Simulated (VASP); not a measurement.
# Ti (R-3m) in VASP: a series of runs

Runs on Ti. Level: PBEsol. Tasks: electric field gradients.

All numbers are computed with VASP 6.6.1; they aren't measurements. Logs are shortened: lines on timing, memory, paths and dates and some standing lists are left out, and cuts for length are marked.

## 1. The cell of the first run

It takes space group R-3m (No. 166, trigonal). The conventional cell has a = 3.947 Å, b = 3.947 Å, c = 9.669 Å, α = 90.00°, β = 90.00°, γ = 120.00°. Within 3.1 Å of Ti (site symmetry 3m) lie 4 Ti at 2.35 to 2.66 Å.

## 2. Electric field gradients, PBEsol (shortest bond scaled by 1.1)

INCAR

```
SYSTEM = Ti
PREC = Accurate
ENCUT = 400
EDIFF = 1E-8
ISMEAR = -1
SIGMA = 0.05
LREAL = .FALSE.
LASPH = .TRUE.
NELM = 120
ALGO = Normal
ISIF = 2
LWAVE = .FALSE.
LCHARG = .FALSE.
GGA = PS
LEFG = .TRUE.
NBANDS = 19
GGA_COMPAT = .FALSE.
```

KPOINTS

```
regular mesh
0
G
  9 9 9
  0 0 0
```

POSCAR

```
Ti
1.0
    0.0000000000      2.7912246522      2.7912246522
    2.7912246522      0.0000000000      2.7912246522
    2.7912246522      2.7912246522      0.0000000000
Ti
2
Direct
   -0.0875000000     -0.1375000000     -0.1375000000
    0.0875000000      0.1375000000      0.1375000000
```

Potentials or basis: VASP PAW PBE potentials, release 64 (Ti_sv).

Run with:

```
> cat potpaw_PBE.64/Ti_sv/POTCAR > POTCAR
> mpirun -np 1 vasp_std > vasp.out
```

OUTCAR:

```text
SYSTEM = Ti
   PREC = Accurate
   ENCUT = 400
   EDIFF = 1E-8
   ISMEAR = -1
   LREAL = .FALSE.
   LASPH = .TRUE.
   NELM = 120
   ISIF = 2
   GGA = PS

 ion  position               nearest neighbor table
   1  0.913  0.862  0.862-   2 2.35   2 2.35   2 2.35   2 2.66
   2  0.087  0.138  0.138-   1 2.35   1 2.35   1 2.35   1 2.66

  LATTYP: Found a face centered cubic cell.
 ALAT       =     5.5824493044

  Lattice vectors:

 A1 = (   0.0000000000,   2.7912246522,   2.7912246522)
 A2 = (   2.7912246522,   0.0000000000,   2.7912246522)
 A3 = (   2.7912246522,   2.7912246522,   0.0000000000)

Analysis of symmetry for initial positions (statically):
=====================================================================
 Subroutine PRICEL returns:
 Original cell was already a primitive cell.

 Routine SETGRP: Setting up the symmetry group for a
 face centered cubic supercell.

 Subroutine GETGRP returns: Found 12 space group operations
 (whereof  4 operations were pure point group operations)
 out of a pool of 48 trial point group operations.

The static configuration has the point symmetry C_2h.
 The point group associated with its full space group is D_3d.

Analysis of symmetry for dynamics (positions and initial velocities):
=====================================================================
 Subroutine PRICEL returns:
 Original cell was already a primitive cell.

 Routine SETGRP: Setting up the symmetry group for a
 face centered cubic supercell.

 Subroutine GETGRP returns: Found 12 space group operations
 (whereof  4 operations were pure point group operations)
 out of a pool of 48 trial point group operations.

The dynamic configuration has the point symmetry C_2h.
 The point group associated with its full space group is D_3d.

 Subroutine INISYM returns: Found 12 space group operations
 (whereof  4 operations are pure point group operations),
 and found     1 'primitive' translations

----------------------------------------------------------------------------------------

                                     Primitive cell

  volume of cell :      43.4925

  direct lattice vectors                    reciprocal lattice vectors
     0.000000000  2.791224652  2.791224652    -0.179132840  0.179132840  0.179132840
     2.791224652  0.000000000  2.791224652     0.179132840 -0.179132840  0.179132840
     2.791224652  2.791224652  0.000000000     0.179132840  0.179132840 -0.179132840

  length of vectors
     3.947387759  3.947387759  3.947387759     0.310267181  0.310267181  0.310267181

  position of ions in fractional coordinates (direct lattice)
     0.912500000  0.862500000  0.862500000
     0.087500000  0.137500000  0.137500000

  ion indices of the primitive-cell ions
   primitive index   ion index
                 1           1
                 2           2

----------------------------------------------------------------------------------------

 KPOINTS: regular mesh

Automatic generation of k-mesh.
 Grid dimensions read from file:
 generate k-points for:    9    9    9

 Generating k-lattice:

  Cartesian coordinates                     Fractional coordinates (reciprocal lattice)
    -0.019903649  0.019903649  0.019903649     0.111111111  0.000000000  0.000000000
     0.019903649 -0.019903649  0.019903649     0.000000000  0.111111111  0.000000000
     0.019903649  0.019903649 -0.019903649     0.000000000  0.000000000  0.111111111

  Length of vectors
     0.034474131  0.034474131  0.034474131

  Shift w.r.t. Gamma in fractional coordinates (k-lattice)
     0.000000000  0.000000000  0.000000000

 Subroutine IBZKPT returns following result:
 ===========================================

 Found     85 irreducible k-points:

 Following reciprocal coordinates:
            Coordinates               Weight
  0.000000  0.000000  0.000000      1.000000
  0.111111  0.000000  0.000000      2.000000
  0.000000  0.111111  0.000000      6.000000
  0.222222  0.000000  0.000000      2.000000
  0.000000  0.222222  0.000000      6.000000
  0.333333  0.000000  0.000000      2.000000
[... 16 lines left out ...]
 -0.333333  0.111111  0.000000      6.000000
  0.000000 -0.333333  0.111111     12.000000
 [... further k-points ...]
   k-points           NKPTS =     85   k-points in BZ     NKDIM =     85   number of bands    NBANDS=     19
   number of dos      NEDOS =    301   number of ions     NIONS =      2
   total plane-waves  NPLWV =  21952
   dimension x,y,z NGX =    28 NGY =   28 NGZ =   28
   dimension x,y,z NGXF=    56 NGYF=   56 NGZF=   56
   ions per type =               2
   NGX,Y,Z   is equivalent  to a cutoff of  11.79, 11.79, 11.79 a.u.
   NGXF,Y,Z  is equivalent  to a cutoff of  23.58, 23.58, 23.58 a.u.
 SYSTEM =  Ti
   PREC   = accura    normal or accurate (medium, high low for compatibility)
   ISTART =      0    job   : 0-new  1-cont  2-samecut
   ICHARG =      2    charge: 1-file 2-atom 10-const
   ISPIN  =      1    spin polarized calculation?
   LNONCOLLINEAR =      F non collinear calculations
   LSORBIT =      F    spin-orbit coupling
   LASPH  =      T    aspherical Exc in radial PAW
   ENCUT  =  400.0 eV  29.40 Ry    5.42 a.u.   6.44  6.44  6.44*2*pi/ulx,y,z
   NELM   =    120;   NELMIN=  2; NELMDL= -5     # of ELM steps
   EDIFF  = 0.1E-07   stopping-criterion for ELM
   LREAL  =      F    real-space projection
   EDIFFG = 0.1E-06   stopping-criterion for IOM
   NSW    =      0    number of steps for IOM
   IBRION =     -1    ionic relax: 0-MD 1-quasi-New 2-CG
   NFREE  =      0    steps in history (QN), initial steepest desc. (CG)
   ISIF   =      2    stress and relaxation
   ISYM   =      2    0-nonsym 1-usesym 2-fastsym
   POTIM  = 0.5000    time-step for ionic-motion
   TEBEG  =    0.0;   TEEND  =   0.0 temperature during run
   PSTRESS=    0.0 pullay stress
   NELECT =      24.0000    total number of electrons
   NUPDOWN=      -1.0000    fix difference up-down
   EMIN   =  10.00;   EMAX   =-10.00  energy-range for DOS
   EFERMI =   0.00;   METHOD = LEGACY
   ISMEAR =    -1;   SIGMA  =   0.05  broadening in eV -4-tet -1-fermi 0-gaus
   EFERMI_NEDOS =   21; number of points for ismear=-14 and -15
   IALGO  =     38    algorithm
   IMIX   =      4    mixing-type and parameters
     AMIX     =   0.40;   BMIX     =  1.00
     AMIX_MAG =   1.60;   BMIX_MAG =  1.00
  volume/ion in A,a.u.               =      21.75       146.75
  Fermi-wavevector in a.u.,A,eV,Ry     =   1.342787  2.537499 24.532350  1.803077
  Thomas-Fermi vector in A             =   2.470913
   LORBIT       =      0    0 simple, 1 ext, 2 COOP (PROOUT), +10 PAW based schemes
   GGA     = PS    functional components
   LHFCALC =     F    Hartree Fock is set to
   AEXX    =    0.0000 exact exchange contribution
   IVDW    =     0    specifies the selected vdW correction
   LEPSILON=     F    determine dielectric tensor
   LRPA    =     F    only Hartree local field effects (RPA)
 non-spin polarized calculation
  energy-cutoff  :      400.00
  volume of cell :       43.49
 maximum number of plane-waves:       809
 NGX is ok and might be reduce to    28
   NGX = 13   NGY = 13   NGZ = 13

 number of electron      24.0000003 magnetization

 Free energy of the ion-electron system (eV)
  ---------------------------------------------------
  ext. energy  EPLUGINS =         0.00000000
  ---------------------------------------------------
  free energy    TOTEN  =       -12.05870673 eV

  energy without entropy =      -12.02241423  energy(sigma->0) =      -12.04056048

 E-fermi :   5.6395     XC(G=0): -10.3039

 val. band max:        5.6355876259   @ k =   0.1111  -0.4444   0.3333
 cond. band min:       5.6432339997   @ k =   0.3333   0.2222  -0.2222
 fundamental gap:      0.0076463738
 Fermi energy:         5.6395422787

 k-point     1 :       0.0000    0.0000    0.0000
  band No.  band energies     occupation
      1     -50.8386      2.00000
      2     -50.1849      2.00000
      3     -27.5839      2.00000
      4     -27.5839      2.00000
      5     -27.0430      2.00000
      6     -26.8588      2.00000
[... 11 lines left out ...]
     18       9.6484      0.00000
     19       9.6484      0.00000

 k-point     2 :       0.1111    0.0000    0.0000
  band No.  band energies     occupation
      1     -50.8333      2.00000
      2     -50.1927      2.00000
      3     -27.5896      2.00000
      4     -27.5895      2.00000
      5     -27.0869      2.00000
      6     -26.8189      2.00000
[... 476 lines left out ...]
 k-point    24 :       0.0000   -0.3333    0.1111
  band No.  band energies     occupation
      1     -50.6728      2.00000
      2     -50.3619      2.00000
      3     -27.7283      2.00000
      4     -27.4339      2.00000
      5     -27.2213      2.00000
      6     -26.6929      2.00000
[... 11 lines left out ...]
     18       9.3421      0.00000
     19       9.7443      0.00000

 [... further k-points ...]
[... 5 lines left out ...]
  --------------------------------------------------------------------------------------
  -------------------------------------------------------------------------------------
  Total       -0.5328466     -0.5328466     -0.5328466      0.9797314     -0.9797314      0.9797314
  in kB      -19.6290115    -19.6290115    -19.6290115     36.0913582    -36.0913582     36.0913582
  external PRESSURE =     -19.6290115 kB  Pullay stress =       0.0000000 kB

 VOLUME and BASIS-vectors are now :
 -----------------------------------------------------------------------------
  energy-cutoff  :      400.00
  volume of cell :       43.49
      direct lattice vectors                 reciprocal lattice vectors
     0.000000000  2.791224652  2.791224652    -0.179132840  0.179132840  0.179132840
     2.791224652  0.000000000  2.791224652     0.179132840 -0.179132840  0.179132840
     2.791224652  2.791224652  0.000000000     0.179132840  0.179132840 -0.179132840

 POSITION                                       TOTAL-FORCE (eV/Angst)
 -----------------------------------------------------------------------------------
      4.81486      4.95442      4.95442        -0.573185      0.573185      0.573185
      0.76759      0.62803      0.62803         0.573185     -0.573185     -0.573185
 -----------------------------------------------------------------------------------
    total drift:                               -0.000000      0.000000     -0.000000

  FREE ENERGIE OF THE ION-ELECTRON SYSTEM (eV)
  ---------------------------------------------------
  free  energy   TOTEN  =       -12.0587067325 eV

  energy  without entropy=      -12.0224142282  energy(sigma->0) =      -12.04056048

 Electric field gradients (V/A^2)
---------------------------------------------------------------------
 ion       V_xx      V_yy      V_zz      V_xy      V_xz      V_yz
---------------------------------------------------------------------
   1      -0.000     0.000     0.000    14.554    14.554   -14.551
   2      -0.000     0.000     0.000    14.554    14.554   -14.551
---------------------------------------------------------------------

 Electric field gradients after diagonalization (V/A^2)
 (convention: |V_zz| > |V_xx| > |V_yy|)
----------------------------------------------------------------------
 ion       V_xx      V_yy      V_zz     asymmetry (V_yy - V_xx)/ V_zz
----------------------------------------------------------------------
   1      14.554    14.551   -29.105       0.000
   2      14.554    14.551   -29.105       0.000
----------------------------------------------------------------------

           NMR quadrupolar parameters

 Cq : quadrupolar parameter    Cq=e*Q*V_zz/h
 eta: asymmetry parameters     (V_yy - V_xx)/ V_zz
 Q  : nuclear electric quadrupole moment in mb (millibarn)
----------------------------------------------------------------------
 ion       Cq(MHz)       eta       Q (mb)
----------------------------------------------------------------------
   1      -0.070       0.000       1.000
   2      -0.070       0.000       1.000
----------------------------------------------------------------------
```

Run time: 2 min. Hardware: 1 thread of Intel Xeon 8259CL, shared host; peak memory 0.18 GiB.

What came out:

| Item | Value |
| --- | --- |
| Free energy | -12.0587 eV |
| Pressure | -2.0 GPa |
| Largest force | 0.993 eV/Å |
| Band gap on the k mesh | zero (bands 12 and 13 overlap by 0.46 eV) |
| Largest electric field gradient by atom | Ti -29.1 V/Å² |

Forces in eV/Å, atoms in the order of the input:
```
Ti  -0.573  0.573  0.573
Ti   0.573 -0.573 -0.573
```

Stress tensor (GPa, compression positive):
```
-1.96  3.61  3.61
 3.61 -1.96 -3.61
 3.61 -3.61 -1.96
```

Electric field gradients, principal values (V/Å²):
| atom | least | middle | greatest (by size) |
| --- | --- | --- | --- |
| 1 Ti | 14.551 | 14.554 | -29.105 |
| 2 Ti | 14.551 | 14.554 | -29.105 |

Caveat: the cell differs from its parent crystal (shortest bond scaled by 1.1); without QUAD_EFG the Cq values of the log hold for a quadrupole moment of 1 mb, not for the nuclei; the PAW data sets were made with another functional, which shifts forces and pressure a little.

(Continued in part 2 of 2.)
